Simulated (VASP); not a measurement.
# Sb in VASP: notebook, part 2 of 2

VASP 6.6.1.

## Step 6: Single point, PBEsol (strain +0.050 along x and y, +0.050 along z)

INCAR reads:

```
SYSTEM = Sb
  ALGO = Normal
  EDIFF = 1E-6
  ENCUT = 520
  GGA = PS
  ISIF = 2
  ISMEAR = 0
  LASPH = .True.
  LCHARG = .False.
  LREAL = .False.
  LWAVE = .False.
  NBANDS = 8
  NELM = 100
  PREC = Accurate
  SIGMA = 0.15
```

KPOINTS reads:

```
k-points
0
Gamma
  16 16 16
  0 0 0
```

POSCAR reads:

```
Sb
1.0
    3.3180000000      0.0000000000      0.0000000000
    0.0000000000      3.3180000000      0.0000000000
    0.0000000000      0.0000000000      3.3180000000
Sb
1
Direct
    0.0000000000      0.0000000000      0.0000000000
```

Potentials or basis: VASP PAW PBE potentials, release 64 (Sb).

On the command line:

```bash
cat potpaw_PBE.64/Sb/POTCAR > POTCAR
mpirun -np 1 vasp_std > vasp.out
```

OUTCAR:

```text
SYSTEM = Sb
   EDIFF = 1E-6
   ENCUT = 520
   GGA = PS
   ISIF = 2
   ISMEAR = 0
   LASPH = .True.
   LREAL = .False.
   NELM = 100
   PREC = Accurate

 ion  position               nearest neighbor table
   1  0.000  0.000  0.000-

  LATTYP: Found a simple cubic cell.
 ALAT       =     3.3180000000

  Lattice vectors:

 A1 = (   3.3180000000,   0.0000000000,   0.0000000000)
 A2 = (   0.0000000000,   3.3180000000,   0.0000000000)
 A3 = (   0.0000000000,   0.0000000000,   3.3180000000)

Analysis of symmetry for initial positions (statically):
=====================================================================
 Subroutine PRICEL returns:
 Original cell was already a primitive cell.

 Routine SETGRP: Setting up the symmetry group for a
 simple cubic supercell.

 Subroutine GETGRP returns: Found 48 space group operations
 (whereof 48 operations were pure point group operations)
 out of a pool of 48 trial point group operations.

The static configuration has the point symmetry O_h .

Analysis of symmetry for dynamics (positions and initial velocities):
=====================================================================
 Subroutine PRICEL returns:
 Original cell was already a primitive cell.

 Routine SETGRP: Setting up the symmetry group for a
 simple cubic supercell.

 Subroutine GETGRP returns: Found 48 space group operations
 (whereof 48 operations were pure point group operations)
 out of a pool of 48 trial point group operations.

The dynamic configuration has the point symmetry O_h .

 Subroutine INISYM returns: Found 48 space group operations
 (whereof 48 operations are pure point group operations),
 and found     1 'primitive' translations

----------------------------------------------------------------------------------------

                                     Primitive cell

[... 102 lines left out ...]
   EFERMI =   0.00;   METHOD = LEGACY
   ISMEAR =     0;   SIGMA  =   0.15  broadening in eV -4-tet -1-fermi 0-gaus
   EFERMI_NEDOS =   21; number of points for ismear=-14 and -15
   IALGO  =     38    algorithm
   IMIX   =      4    mixing-type and parameters
     AMIX     =   0.40;   BMIX     =  1.00
     AMIX_MAG =   1.60;   BMIX_MAG =  1.00
  volume/ion in A,a.u.               =      36.53       246.50
  Fermi-wavevector in a.u.,A,eV,Ry     =   0.843701  1.594363  9.685049  0.711831
  Thomas-Fermi vector in A             =   1.958611
   LORBIT       =      0    0 simple, 1 ext, 2 COOP (PROOUT), +10 PAW based schemes
   GGA     = PS    functional components
   LHFCALC =     F    Hartree Fock is set to
   AEXX    =    0.0000 exact exchange contribution
   IVDW    =     0    specifies the selected vdW correction
   LEPSILON=     F    determine dielectric tensor
   LRPA    =     F    only Hartree local field effects (RPA)
 non-spin polarized calculation
 Gauss-broadening in eV      SIGMA  =   0.15
  energy-cutoff  :      520.00
  volume of cell :       36.53
 maximum number of plane-waves:      1021
 NGX is ok and might be reduce to    28
   NGX = 13   NGY = 13   NGZ = 13

 number of electron       5.0000001 magnetization

 Free energy of the ion-electron system (eV)
  ---------------------------------------------------
  ext. energy  EPLUGINS =         0.00000000
  ---------------------------------------------------
  free energy    TOTEN  =        -4.26729693 eV

  energy without entropy =       -4.25910358  energy(sigma->0) =       -4.26320025

 E-fermi :   4.6853     XC(G=0):  -8.9249

 val. band max:        4.6824739681   @ k =   0.3125   0.2500   0.2500
 cond. band min:       4.7082183257   @ k =   0.4375   0.2500   0.0000
 fundamental gap:      0.0257443576
 Fermi energy:         4.6853334618

 k-point     1 :       0.0000    0.0000    0.0000
  band No.  band energies     occupation
      1      -6.3495      2.00000
      2       7.4228      0.00000
      3       7.4228      0.00000
      4       7.4228      0.00000
      5      11.4417      0.00000
      6      11.4417      0.00000
      7      11.6420      0.00000
      8      21.2140      0.00000
[... 243 lines left out ...]
 k-point    24 :       0.5000    0.1250    0.0000
  band No.  band energies     occupation
      1      -4.4147      2.00000
      2       0.5245      2.00000
      3       7.2546      0.00000
      4       9.0124      0.00000
      5      12.4168      0.00000
      6      13.8372      0.00000
      7      15.5435      0.00000
      8      15.6701      0.00000

 [... further k-points ...]
[... 5 lines left out ...]
  --------------------------------------------------------------------------------------
  -------------------------------------------------------------------------------------
  Total       -1.9931891     -1.9931891     -1.9931891     -0.0000000     -0.0000000      0.0000000
  in kB      -87.4238517    -87.4238517    -87.4238517     -0.0000000     -0.0000000      0.0000000
  external PRESSURE =     -87.4238517 kB  Pullay stress =       0.0000000 kB

 VOLUME and BASIS-vectors are now :
 -----------------------------------------------------------------------------
  energy-cutoff  :      520.00
  volume of cell :       36.53
      direct lattice vectors                 reciprocal lattice vectors
     3.318000000  0.000000000  0.000000000     0.301386377  0.000000000  0.000000000
     0.000000000  3.318000000  0.000000000     0.000000000  0.301386377  0.000000000
     0.000000000  0.000000000  3.318000000     0.000000000  0.000000000  0.301386377

 POSITION                                       TOTAL-FORCE (eV/Angst)
 -----------------------------------------------------------------------------------
      0.00000      0.00000      0.00000         0.000000      0.000000      0.000000
 -----------------------------------------------------------------------------------
    total drift:                                0.000000      0.000000      0.000000

  FREE ENERGIE OF THE ION-ELECTRON SYSTEM (eV)
  ---------------------------------------------------
  free  energy   TOTEN  =        -4.2672969288 eV

  energy  without entropy=       -4.2591035784  energy(sigma->0) =       -4.26320025
```

OSZICAR:

```text
N       E                     dE             d eps       ncg     rms          rms(c)
DAV:   1     0.459731850481E+01    0.45973E+01   -0.15674E+03  2648   0.393E+02
DAV:   2    -0.413658231266E+01   -0.87339E+01   -0.84669E+01  3688   0.492E+01
DAV:   3    -0.426917707796E+01   -0.13259E+00   -0.13236E+00  3080   0.682E+00
DAV:   4    -0.426981416313E+01   -0.63709E-03   -0.63707E-03  4136   0.578E-01
DAV:   5    -0.426981647279E+01   -0.23097E-05   -0.23103E-05  3328   0.222E-02    0.129E+00
DAV:   6    -0.426798685685E+01    0.18296E-02   -0.27898E-03  3112   0.243E-01    0.732E-01
DAV:   7    -0.426728491373E+01    0.70194E-03   -0.54067E-03  2800   0.339E-01    0.708E-02
DAV:   8    -0.426729691347E+01   -0.12000E-04   -0.12297E-04  3336   0.708E-02    0.693E-03
DAV:   9    -0.426729692876E+01   -0.15286E-07   -0.20153E-06  3864   0.963E-03
   1 F= -.42672969E+01 E0= -.42632003E+01  d E =-.819335E-02
```

Run time: 13 s. Hardware: 1 thread of Intel Xeon 6975P-C (Granite Rapids), shared host; peak memory 0.18 GiB.

What came out:

* Free energy: -4.2673 eV
* Pressure: -8.7 GPa

Caveat: the cell differs from its parent crystal (strain +0.050 along x and y, +0.050 along z); the PAW data sets were made with another functional, which shifts forces and pressure a little; spin-orbit coupling is left out, which moves the levels of the heavy elements.

## Step 7: The runs side by side

| cell | gap on the mesh (eV) | pressure (GPa) |
| --- | --- | --- |
| a = 3.318, b = 3.318, c = 3.239 Å, 1 atom | none | -8.3 |
| a = 3.002 Å, 1 atom | none | 4.4 |
| a = 3.081 Å, 1 atom | none | -1.2 |
| a = 3.239 Å, 1 atom | none | -7.3 |
| a = 3.318 Å, 1 atom | none | -8.7 |

Alike in all rows: task single point; level PBEsol; potentials or basis VASP PAW PBE potentials, release 64 (Sb); no spin polarisation; k mesh 16 × 16 × 16; cutoff (eV) 520; smearing gaussian 0.15 eV.

Caveats: the PAW data sets were made with another functional, which shifts forces and pressure a little; spin-orbit coupling is left out, which moves the levels of the heavy elements.

Total energies depend on the potentials used, so only differences within one code and one set of settings carry meaning.
